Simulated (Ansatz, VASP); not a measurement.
Two plane-wave programs on Mg

```xyz
4
Lattice="3.1768 0.0000 0.0000 -1.5884 2.7512 0.0000 0.0000 0.0000 10.3189" Properties=species:S:1:pos:R:3 pbc="T T T"
Mg    1.5878    0.8958    7.7122
Mg    0.0073   -0.0452    5.1746
Mg   -0.0436    1.8592    2.6427
Mg   -0.0534   -0.0079    0.0037
```

Change from the starting cell: atoms moved at random, drawn with an rms of 0.05 Å.

Alike in both runs: task single point; functional PBEsol; k mesh 10 × 10 × 3; occupations fermi-dirac, width 0.05 eV; no spin polarisation.

|  | VASP | Ansatz |
| --- | --- | --- |
| version | VASP 6.6.1 | Ansatz 0.2.0 |
| potentials or method | VASP PAW PBE potentials, release 64 (Mg) | Ansatz PAW |
| plane-wave cutoff (eV) | 520 | 420 |
| valence electrons in the cell | 8 | 40 |

```csv
,VASP,Ansatz,Ansatz less VASP
gap on the k mesh at the Fermi level (eV),none,none,-
pressure (GPa),0.2,0.2,+0.05
"traceless stress, the component that is largest in VASP (GPa)",0.60,0.61,+0.010
rms of the force components (eV/Å),0.065,0.064,-0.0004
```

VASP's potentials were made for PBE, not for PBEsol. Atom by atom the forces differ by 0.000 eV/Å (rms over components). A gap of «none» marks a metal or a gap that the smearing closes. VASP's potentials hold 8 valence electrons a cell and Ansatz's 40, so a difference there can come from the potentials and not from the codes.
